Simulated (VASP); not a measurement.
# MoS2 (P6_3/mmc) in VASP: further runs, part 2 of 2

VASP 6.6.1. Earlier steps stand in the parts before.

## (4) Relaxation of shape and atoms at fixed volume, PBEsol, collinear spin (17.80 Å³/atom)

This run uses another cell than the first one, of 17.80 Å³/atom.

Contents of INCAR:

```
SYSTEM = MoS2
  PREC = Accurate
  ENCUT = 500
  EDIFF = 1E-7
  ISMEAR = 0
  SIGMA = 0.05
  LREAL = .False.
  LASPH = .True.
  NELM = 200
  ALGO = Normal
  ISIF = 4
  LWAVE = .False.
  LCHARG = .False.
  ISPIN = 2
  MAGMOM = 0.05 0.05 0 0 0 0
  LORBIT = 11
  LMAXMIX = 4
  GGA = PS
  IBRION = 2
  NSW = 60
  EDIFFG = -0.01
  GGA_COMPAT = .False.
  NELMIN = 4
```

Contents of KPOINTS:

```
Automatic mesh
0
Gamma
  8 8 2
  0 0 0
```

Contents of POSCAR:

```
MoS2
1.0
    3.1440628389      0.0000000000      0.0000000000
   -1.5720314195      2.7228382896      0.0000000000
    0.0000000000      0.0000000000     12.4775468995
Mo S
2 4
Direct
    0.3333333333      0.6666666667      0.2500000000
    0.6666666667      0.3333333333      0.7500000000
    0.3333333333      0.6666666667      0.6249162541
    0.6666666667      0.3333333333      0.1249162541
    0.3333333333      0.6666666667      0.8750837459
    0.6666666667      0.3333333333      0.3750837459
```

On the command line:

```bash
cat potpaw_PBE.64/Mo_sv/POTCAR potpaw_PBE.64/S/POTCAR > POTCAR
mpirun -np 1 vasp_std > vasp.out
```

It took 2.4 min on 1 thread of Intel Xeon 6975P-C (Granite Rapids), shared host; peak memory 0.32 GiB.

It converged, with:

| Item | Value |
| --- | --- |
| Free energy | -46.9042 eV |
| Energy gained by relaxing | 0.1 meV/atom |
| Ionic steps | 5 |
| Pressure after relaxing | 0.1 GPa |
| Band gap on the k mesh | 1.06 eV (least direct gap 2.03 eV) |
| Net moment | 0.00 μB per cell |
| Valence electrons inside the program's atomic spheres | Mo 12.52; S 3.68 |

The path:
| step | energy change (eV) | largest force (eV/Å) | pressure (GPa) | volume (Å³) |
| --- | --- | --- | --- | --- |
| 1 | 0.0000 | 0.0556 | -0.38 | 106.82 |
| 2 | -0.0003 | 0.0048 | -0.10 | 106.82 |
| 3 | -0.0003 | 0.0009 | -0.07 | 106.82 |
| 4 | -0.0005 | 0.0010 | 0.03 | 106.82 |
| 5 | -0.0006 | 0.0009 | 0.09 | 106.82 |

Final structure:
```cif
data_structure
_symmetry_space_group_name_H-M 'P 1'
_symmetry_Int_Tables_number 1
_cell_length_a 3.1408
_cell_length_b 3.1408
_cell_length_c 12.5038
_cell_angle_alpha 90.000
_cell_angle_beta 90.000
_cell_angle_gamma 120.000
_cell_volume 106.82
loop_
_atom_site_label
_atom_site_type_symbol
_atom_site_fract_x
_atom_site_fract_y
_atom_site_fract_z
_atom_site_occupancy
Mo1 Mo 0.33333 0.66667 0.25000 1
Mo2 Mo 0.66667 0.33333 0.75000 1
S1 S 0.33333 0.66667 0.62531 1
S2 S 0.66667 0.33333 0.12531 1
S3 S 0.33333 0.66667 0.87469 1
S4 S 0.66667 0.33333 0.37469 1
```

Levels at points of the mesh, in eV from the valence-band top:
Spin up:
| k point | band 22 | band 23 | band 24 | band 25 | band 26 | band 27 | band 28 | band 29 | band 30 | band 31 |
| --- | --- | --- | --- | --- | --- | --- | --- | --- | --- | --- |
| (0.00, 0.00, 0.00) | -2.05 | -2.05 | -1.29 | -1.16 | 0.00 | 2.27 | 2.27 | 2.29 | 2.29 | 2.48 |
| (0.50, 0.00, 0.00) | -2.47 | -1.58 | -1.42 | -1.34 | -1.25 | 1.78 | 1.82 | 2.17 | 2.44 | 2.99 |
| (0.00, 0.00, 0.50) | -2.07 | -2.07 | -2.07 | -0.29 | -0.29 | 2.27 | 2.27 | 2.27 | 2.27 | 2.55 |
| (0.50, 0.00, 0.50) | -2.59 | -1.50 | -1.50 | -1.29 | -1.29 | 1.80 | 1.80 | 2.31 | 2.31 | 3.33 |
Spin down:
| k point | band 23 | band 24 | band 25 | band 26 | band 27 | band 28 | band 29 | band 30 |
| --- | --- | --- | --- | --- | --- | --- | --- | --- |
| (0.00, 0.00, 0.00) | -2.05 | -1.29 | -1.16 | 0.00 | 2.27 | 2.27 | 2.29 | 2.29 |
| (0.50, 0.00, 0.00) | -1.58 | -1.42 | -1.34 | -1.25 | 1.78 | 1.82 | 2.17 | 2.44 |
| (0.00, 0.00, 0.50) | -2.07 | -2.07 | -0.29 | -0.29 | 2.27 | 2.27 | 2.27 | 2.27 |
| (0.50, 0.00, 0.50) | -1.50 | -1.50 | -1.29 | -1.29 | 1.80 | 1.80 | 2.31 | 2.31 |

Caveat: the PAW data sets were made with another functional, which shifts forces and pressure a little; this functional lacks dispersion, which binds the layers, so the pressure and a relaxed spacing across them are unreliable.

## (5) Relaxation of shape and atoms at fixed volume, revPBE+D4, collinear spin (16.62 Å³/atom)

This run uses another cell than the first one, of 16.62 Å³/atom.

Contents of INCAR:

```
PREC = Accurate
ENCUT = 500
EDIFF = 1E-7
ISMEAR = 0
SIGMA = 0.05
LREAL = False
LASPH = True
NELM = 200
ALGO = Normal
ISIF = 4
LWAVE = False
LCHARG = False
ISPIN = 2
MAGMOM = 0.05 0.05 0 0 0 0
LORBIT = 11
LMAXMIX = 4
GGA = RE
IVDW = 13
IBRION = 2
NSW = 60
EDIFFG = -0.04
GGA_COMPAT = False
NELMIN = 4
```

Contents of KPOINTS:

```
Automatic mesh
0
Gamma
  8 8 2
```

Contents of POSCAR:

```
MoS2
1.0
    3.1067309837      0.0000000000      0.0000000000
   -1.5533654918      2.6905079546      0.0000000000
    0.0000000000      0.0000000000     11.9304654516
Mo S
2 4
Direct
    0.3333333333      0.6666666667      0.2500000000
    0.6666666667      0.3333333333      0.7500000000
    0.3333333333      0.6666666667      0.6208522747
    0.6666666667      0.3333333333      0.1208522747
    0.3333333333      0.6666666667      0.8791477253
    0.6666666667      0.3333333333      0.3791477253
```

Potentials or basis: VASP PAW PBE potentials, release 64 (Mo_sv, S).

On the command line:

```bash
cat potpaw_PBE.64/Mo_sv/POTCAR potpaw_PBE.64/S/POTCAR > POTCAR
mpirun -np 1 vasp_std > vasp.out
```

OUTCAR:

```text
PREC = Accurate
   ENCUT = 500
   EDIFF = 1E-7
   ISMEAR = 0
   LREAL = False
   LASPH = True
   NELM = 200
   ISIF = 4
   ISPIN = 2
   LORBIT = 11
   GGA = RE
   IVDW = 13
   IBRION = 2
   NSW = 60
   EDIFFG = -0.04
   NELMIN = 4

 ion  position               nearest neighbor table
   1  0.333  0.667  0.250-   4 2.36   6 2.36   4 2.36   6 2.36   4 2.36   6 2.36
   2  0.667  0.333  0.750-   3 2.36   5 2.36   3 2.36   5 2.36   3 2.36   5 2.36
   3  0.333  0.667  0.621-   2 2.36   2 2.36   2 2.36
   4  0.667  0.333  0.121-   1 2.36   1 2.36   1 2.36
   5  0.333  0.667  0.879-   2 2.36   2 2.36   2 2.36
   6  0.667  0.333  0.379-   1 2.36   1 2.36   1 2.36

  LATTYP: Found a hexagonal cell.
 ALAT       =     3.1067309837
 C/A-ratio  =     3.8401990756

  Lattice vectors:

 A1 = (   3.1067309837,   0.0000000000,   0.0000000000)
 A2 = (  -1.5533654918,   2.6905079546,   0.0000000000)
 A3 = (   0.0000000000,   0.0000000000,  11.9304654516)

Analysis of symmetry for initial positions (statically):
=====================================================================
 Subroutine PRICEL returns:
 Original cell was already a primitive cell.

 Routine SETGRP: Setting up the symmetry group for a
 hexagonal supercell.

 Subroutine GETGRP returns: Found 24 space group operations
 (whereof 12 operations were pure point group operations)
 out of a pool of 24 trial point group operations.

The static configuration has the point symmetry D_3d.
 The point group associated with its full space group is D_6h.

Analysis of symmetry for dynamics (positions and initial velocities):
=====================================================================
 Subroutine PRICEL returns:
 Original cell was already a primitive cell.

 Routine SETGRP: Setting up the symmetry group for a
 hexagonal supercell.

 Subroutine GETGRP returns: Found 24 space group operations
 (whereof 12 operations were pure point group operations)
 out of a pool of 24 trial point group operations.

The dynamic configuration has the point symmetry D_3d.
 The point group associated with its full space group is D_6h.

Analysis of structural, dynamic, and magnetic symmetry:
=====================================================================
 Subroutine PRICEL returns:
 Original cell was already a primitive cell.

 Routine SETGRP: Setting up the symmetry group for a
 hexagonal supercell.

 Subroutine GETGRP returns: Found 24 space group operations
 (whereof 12 operations were pure point group operations)
 out of a pool of 24 trial point group operations.

The overall configuration has the point symmetry D_3d.
 The point group associated with its full space group is D_6h.

 Subroutine INISYM returns: Found 24 space group operations
 (whereof 12 operations are pure point group operations),
 and found     1 'primitive' translations

----------------------------------------------------------------------------------------

                                     Primitive cell

  volume of cell :      99.7230

  direct lattice vectors                    reciprocal lattice vectors
     3.106730984  0.000000000  0.000000000     0.321881748  0.185838514  0.000000000
    -1.553365492  2.690507955  0.000000000     0.000000000  0.371677028  0.000000000
     0.000000000  0.000000000 11.930465452     0.000000000  0.000000000  0.083819027

  length of vectors
[... 68 lines left out ...]
   number of dos      NEDOS =    301   number of ions     NIONS =      6
   total plane-waves  NPLWV =  51840
   dimension x,y,z NGX =    24 NGY =   24 NGZ =   90
   dimension x,y,z NGXF=    48 NGYF=   48 NGZF=  180
   ions per type =               2   4
   NGX,Y,Z   is equivalent  to a cutoff of  12.84, 12.84, 12.54 a.u.
   NGXF,Y,Z  is equivalent  to a cutoff of  25.69, 25.69, 25.08 a.u.
 SYSTEM =  unknown system
   PREC   = accura    normal or accurate (medium, high low for compatibility)
   ISTART =      0    job   : 0-new  1-cont  2-samecut
   ICHARG =      2    charge: 1-file 2-atom 10-const
   ISPIN  =      2    spin polarized calculation?
   LNONCOLLINEAR =      F non collinear calculations
   LSORBIT =      F    spin-orbit coupling
   LASPH  =      T    aspherical Exc in radial PAW
   ENCUT  =  500.0 eV  36.75 Ry    6.06 a.u.   5.66  5.66 21.75*2*pi/ulx,y,z
   NELM   =    200;   NELMIN=  4; NELMDL= -5     # of ELM steps
   EDIFF  = 0.1E-06   stopping-criterion for ELM
   LREAL  =      F    real-space projection
   EDIFFG = -.4E-01   stopping-criterion for IOM
   NSW    =     60    number of steps for IOM
   IBRION =      2    ionic relax: 0-MD 1-quasi-New 2-CG
   NFREE  =      1    steps in history (QN), initial steepest desc. (CG)
   ISIF   =      4    stress and relaxation
   ISYM   =      2    0-nonsym 1-usesym 2-fastsym
   POTIM  = 0.5000    time-step for ionic-motion
   TEBEG  =    0.0;   TEEND  =   0.0 temperature during run
   PSTRESS=    0.0 pullay stress
   NELECT =      52.0000    total number of electrons
   NUPDOWN=      -1.0000    fix difference up-down
   EMIN   =  10.00;   EMAX   =-10.00  energy-range for DOS
   EFERMI =   0.00;   METHOD = LEGACY
   ISMEAR =     0;   SIGMA  =   0.05  broadening in eV -4-tet -1-fermi 0-gaus
   EFERMI_NEDOS =   21; number of points for ismear=-14 and -15
   IALGO  =     38    algorithm
   IMIX   =      4    mixing-type and parameters
     AMIX     =   0.40;   BMIX     =  1.00
     AMIX_MAG =   1.60;   BMIX_MAG =  1.00
  volume/ion in A,a.u.               =      16.62       112.16
  Fermi-wavevector in a.u.,A,eV,Ry     =   1.317683  2.490059 23.623628  1.736288
  Thomas-Fermi vector in A             =   2.447706
   LORBIT       =     11    0 simple, 1 ext, 2 COOP (PROOUT), +10 PAW based schemes
   GGA     = RE    functional components
   LHFCALC =     F    Hartree Fock is set to
   AEXX    =    0.0000 exact exchange contribution
   IVDW    =    13    specifies the selected vdW correction
   LEPSILON=     F    determine dielectric tensor
   LRPA    =     F    only Hartree local field effects (RPA)
 conjugate gradient relaxation of ions
 spin polarized calculation
 Gauss-broadening in eV      SIGMA  =   0.05
  energy-cutoff  :      500.00
  volume of cell :       99.72
 maximum number of plane-waves:      2546
 NGX is ok and might be reduce to    24
   NGX = 11   NGY = 11   NGZ = 43

--------------------------------------- Ionic step        1  -------------------------------------------

 number of electron      52.0000006 magnetization       0.0004574

 number of electron      52.0000006 magnetization      -0.0000115

 Free energy of the ion-electron system (eV)
  ---------------------------------------------------
  ext. energy  EPLUGINS =         0.00000000
  ---------------------------------------------------
  free energy    TOTEN  =       -41.03205763 eV

  energy without entropy =      -41.03205763  energy(sigma->0) =      -41.03205763

------------------------ aborting loop because EDIFF is reached ----------------------------------------

  DFT-D4 for vdW energy calculation

  Edisp (eV):   -5.03077
[... 167 lines left out ...]
--------------------------------------- Ionic step        5  -------------------------------------------

 number of electron      52.0000006 magnetization      -0.0000000

 Free energy of the ion-electron system (eV)
  ---------------------------------------------------
  ext. energy  EPLUGINS =         0.00000000
  ---------------------------------------------------
  free energy    TOTEN  =       -41.10194220 eV

  energy without entropy =      -41.10194220  energy(sigma->0) =      -41.10194220

 E-fermi :   8.9447     XC(G=0): -11.1857

 val. band max:        8.6504458257   @ k =   0.0000   0.0000   0.0000
 cond. band min:       9.4166401837   @ k =   0.2500   0.1250   0.0000
 fundamental gap:      0.7661943580
 Fermi energy:         8.9446975581

 spin component 1

 k-point     1 :       0.0000    0.0000    0.0000
  band No.  band energies     occupation
      1     -52.9719      1.00000
      2     -52.9719      1.00000
      3     -27.1481      1.00000
      4     -27.1478      1.00000
      5     -26.8866      1.00000
      6     -26.8866      1.00000
[... 669 lines left out ...]
     30      10.8426      0.00000
     31      11.3670      0.00000
 Fermi energy:         8.9446975581

 spin component 2

 k-point     1 :       0.0000    0.0000    0.0000
  band No.  band energies     occupation
      1     -52.9719      1.00000
      2     -52.9719      1.00000
      3     -27.1481      1.00000
      4     -27.1478      1.00000
      5     -26.8866      1.00000
      6     -26.8866      1.00000
[... 706 lines left out ...]
  FREE ENERGIE OF THE ION-ELECTRON SYSTEM (eV)
  ---------------------------------------------------
  free  energy   TOTEN  =       -46.1374379947 eV

  energy  without entropy=      -46.1374379947  energy(sigma->0) =      -46.13743799

 reached required accuracy - stopping structural energy minimisation

 total charge

# of ion       s       p       d       tot
------------------------------------------
    1        2.296   6.231   3.984  12.511
    2        2.296   6.231   3.984  12.511
    3        1.370   2.355   0.000   3.725
    4        1.370   2.355   0.000   3.725
    5        1.370   2.355   0.000   3.725
    6        1.370   2.355   0.000   3.725
--------------------------------------------------
tot         10.071  21.883   7.968  39.923

 magnetization (x)

# of ion       s       p       d       tot
------------------------------------------
    1       -0.000   0.000  -0.000  -0.000
    2       -0.000   0.000  -0.000  -0.000
    3       -0.000  -0.000   0.000  -0.000
    4       -0.000  -0.000   0.000  -0.000
    5       -0.000  -0.000   0.000  -0.000
    6       -0.000  -0.000   0.000  -0.000
--------------------------------------------------
tot         -0.000  -0.000  -0.000  -0.000
```

Wall time 3.6 min (1 thread of Intel Xeon 6975P-C (Granite Rapids), shared host); peak memory 0.31 GiB.

Results:

| Item | Value |
| --- | --- |
| Free energy | -46.1374 eV |
| Energy gained by relaxing | 12.4 meV/atom |
| Ionic steps | 5 |
| Pressure after relaxing | 0.7 GPa |
| Band gap on the k mesh | 0.77 eV (least direct gap 2.00 eV) |
| Net moment | 0.00 μB per cell |
| Valence electrons inside the program's atomic spheres | Mo 12.51; S 3.73 |
| Dispersion energy per atom | -0.839 eV |

Stress tensor (GPa, compression positive):
```
0.78 0.00 0.00
0.00 0.78 0.00
0.00 0.00 0.53
```

Step by step:
```tsv
step	energy change (eV)	largest force (eV/Å)	pressure (GPa)	volume (Å³)
1	0.0000	0.7782	5.69	99.72
2	-0.0509	0.0705	1.52	99.72
3	-0.0519	0.0335	2.02	99.72
4	-0.0716	0.0131	1.11	99.72
5	-0.0746	0.0016	0.70	99.72
```

Final structure:
```
Mo S
1.0
     3.12935    0.00000    0.00000
    -1.56468    2.71010    0.00000
     0.00000    0.00000   11.75859
Mo S
2 4
Direct
  0.33333 0.66667 0.25000
  0.66667 0.33333 0.75000
  0.33333 0.66667 0.61676
  0.66667 0.33333 0.11676
  0.33333 0.66667 0.88324
  0.66667 0.33333 0.38324
```

Caveat: the PAW data sets were made with another functional, which shifts forces and pressure a little.

## (6) Overview

```tsv
task	level	cell	gap on the mesh (eV)	pressure (GPa)	moment (μB)	largest force (eV/Å)
single point	revPBE	a = 3.161, b = 3.161, c = 12.295 Å, angles 90.0, 90.0, 120.0°, 6 atoms, atomic positions A	1.02	4.4	0.00	0.04
single point	revPBE+D4	a = 3.163, b = 3.163, c = 12.283 Å, angles 90.0, 90.0, 120.0°, 6 atoms, atomic positions A	1.01	-2.8	0.00	0.03
relaxation of shape and atoms at fixed volume	PBEsol	relaxed from a = 3.144, b = 3.144, c = 12.478 Å, angles 90.0, 90.0, 120.0°, 6 atoms, atomic positions B	1.06	0.1	0.00	-
relaxation of shape and atoms at fixed volume	revPBE+D4	relaxed from a = 3.107, b = 3.107, c = 11.930 Å, angles 90.0, 90.0, 120.0°, 6 atoms, atomic positions C	0.77	0.7	0.00	-
```

Alike in all rows: potentials or basis VASP PAW PBE potentials, release 64 (Mo_sv, S); spin collinear; k mesh 8 × 8 × 2; cutoff (eV) 500; smearing gaussian 0.05 eV.

Caveats: the PAW data sets were made with another functional, which shifts forces and pressure a little; this functional lacks dispersion, which binds the layers, so the pressure and a relaxed spacing across them are unreliable (at least some runs); the cell stands under pressure (at least some runs).

Total energies depend on the potentials used, so only differences within one code and one set of settings carry meaning.
